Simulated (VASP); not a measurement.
Crystal: HfSi2N2.

```
Hf Si N
1.0
     0.00000    2.47720    5.46061
     2.45020    0.00000    5.46061
     2.45020    2.47720    0.00000
Hf Si N
1 2 2
Direct
  0.00000 0.00000 0.00000
  0.75000 0.75000 0.75000
  0.25000 0.25000 0.25000
  0.36120 0.36120 0.63880
  0.63880 0.63880 0.36120
```

The cell was generated, and may not be a known phase.

- Program: VASP 6.6.1
- Task: relaxation of cell and atoms
- Functional: PBE
- Potentials or basis: VASP PAW PBE potentials, release 64 (Hf_pv, Si, N)
- Cutoff: 600 eV
- k mesh: 6 × 6 × 6
- Occupations: gaussian, width 0.1 eV
- Spin: no spin polarisation

At the start: pressure -6.7 GPa; volume 13.26 Å³/atom.

Problem. How do energy, volume and symmetry change on relaxing?

Solution. Over 20 steps the energy falls by 596.6 meV/atom and the volume is 11.83 Å³/atom (-10.7 %); space group I4/mmm (No. 139, to 0.1 Å) before, Fmmm (No. 69, to 0.1 Å).

Step by step:
| step | energy change (eV) | largest force (eV/Å) | pressure (GPa) | volume (Å³) |
| --- | --- | --- | --- | --- |
| 1 | 0.0000 | 0.1189 | -6.72 | 66.29 |
| 2 | -0.2842 | 0.2399 | 2.34 | 61.02 |
| 3 | -0.2937 | 0.2468 | 4.42 | 60.09 |
| 4 | -0.4103 | 0.2235 | 1.41 | 61.15 |
| 5 | -0.4293 | 0.6246 | -0.87 | 61.92 |
| 6 | -0.6143 | 0.9624 | -1.64 | 62.13 |
| 7 | -1.8241 | 1.6777 | -4.42 | 61.68 |
| 8 | -1.8365 | 0.3707 | 11.88 | 56.49 |
| 9 | -2.5842 | 1.7584 | -3.22 | 59.97 |
| 10 | -2.6064 | 1.5795 | -2.21 | 59.57 |
| 11 | -2.6042 | 1.6528 | -2.58 | 59.71 |
| 12 | -2.6412 | 0.9414 | -1.31 | 59.19 |
| 13 | -2.6504 | 1.2093 | -1.80 | 59.36 |
| 14 | -2.7742 | 1.0260 | -0.64 | 58.83 |
| 15 | -2.9236 | 0.3148 | 3.26 | 57.65 |
| 16 | -2.9306 | 0.1441 | 4.58 | 57.34 |
| 17 | -2.9724 | 0.1587 | 0.11 | 58.87 |
| 18 | -2.9755 | 0.1615 | -1.41 | 59.45 |
| 19 | -2.9822 | 0.0651 | -0.54 | 59.26 |
| 20 | -2.9830 | 0.0171 | -0.09 | 59.17 |

Final structure:
```cif
data_structure
_symmetry_space_group_name_H-M 'P 1'
_symmetry_Int_Tables_number 1
_cell_length_a 5.1029
_cell_length_b 4.4606
_cell_length_c 4.0786
_cell_angle_alpha 73.239
_cell_angle_beta 56.825
_cell_angle_gamma 49.936
_cell_volume 59.17
loop_
_atom_site_label
_atom_site_type_symbol
_atom_site_fract_x
_atom_site_fract_y
_atom_site_fract_z
_atom_site_occupancy
Hf1 Hf 0.00000 0.00000 0.00000 1
Si1 Si 0.75000 0.75000 0.75000 1
Si2 Si 0.25000 0.25000 0.25000 1
N1 N 0.32367 0.32367 0.67633 1
N2 N 0.67633 0.67633 0.32367 1
```

Caveat: a cell axis changed by over 15 % at a fixed basis, so the end point is rough.
